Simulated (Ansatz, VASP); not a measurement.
**One calculation of MnO, two programs**

File INCAR:

```
SYSTEM = MnO
PREC = Accurate
ENCUT = 600
EDIFF = 1E-6
ISMEAR = -1
SIGMA = 0.01
LREAL = .False.
LASPH = .True.
NELM = 200
ALGO = Normal
ISIF = 2
LWAVE = .False.
LCHARG = .False.
ISPIN = 2
MAGMOM = 2.8 0
LORBIT = 11
LMAXMIX = 4
GGA = LIBXC
LIBXC1 = GGA_X_B88
LIBXC2 = LDA_C_PW
NBANDS = 20
GGA_COMPAT = .False.
```

File KPOINTS:

```
Automatic mesh
0
Gamma
  5 5 5
  0 0 0
```

File POSCAR:

```
MnO
1.0
    0.0290900000      2.1926600000      2.2145800000
    2.2320800000     -0.0219700000      2.2656400000
    2.2139500000      2.2255900000     -0.0038400000
Mn O
1 1
Direct
    0.9639500014      0.9934400000      0.0283399983
    0.4746799985      0.5215499995      0.4945500015
```

Input for Ansatz:

```yaml
crystal:
  lattice:
    - [0.02909, 2.19266, 2.21458]
    - [2.23208, -0.02197, 2.26564]
    - [2.21395, 2.22559, -0.00384]
  atoms:
    - { symbol: Mn, position: [0.9639500013506092, 0.9934400000010937, 0.028339998309930028], spin: 2.8 }
    - { symbol: O, position: [0.4746799985138832, 0.5215499995131941, 0.4945500015491863], spin: 0.0 }
basis:
  ecutwfc: 530.622031796766
  ecutrho_ratio: 8
kpoints:
  mp_grid:
    grid: [5, 5, 5]
hamiltonian:
  xc:
    exchange: b88
    correlation: lda
magnetization:
  spin_polarized: true
scf:
  convergence:
    dr2_threshold: 1.0e-09
  occupations:
    method: fermi_dirac
    width: 0.01
output:
  write_density: true
  write_potential: true
  volumetric_format: npy
  elf: true
```

Alike in both runs: task single point; functional b88 exchange, lda correlation; k mesh 5 × 5 × 5; occupations fermi-dirac, width 0.01 eV; collinear spin.

|  | VASP | Ansatz |
| --- | --- | --- |
| version | VASP 6.6.1 | Ansatz 0.2.0 |
| potentials or method | VASP PAW PBE potentials, release 64 (Mn_pv, O), cutoff 600 eV | plane waves, PAW |
| valence electrons in the cell | 19 | 21 |

```csv
,VASP,Ansatz,Ansatz less VASP
gap on the k mesh at the Fermi level (eV),none,none,-
net moment per atom (μB),2.45,2.45,0.000
size of the moment on the site where the two differ most (μB),4.42,4.08,-0.345
```

VASP's potentials were made for PBE, not for b88 exchange, lda correlation. Site moments also hang on the region over which each program counts them. A gap of «none» marks a metal or a gap that the smearing closes. VASP's potentials hold 19 valence electrons a cell and Ansatz's 21, so a difference there can come from the potentials and not from the codes.

The k mesh is coarse, so the values compare programs but aren't converged.
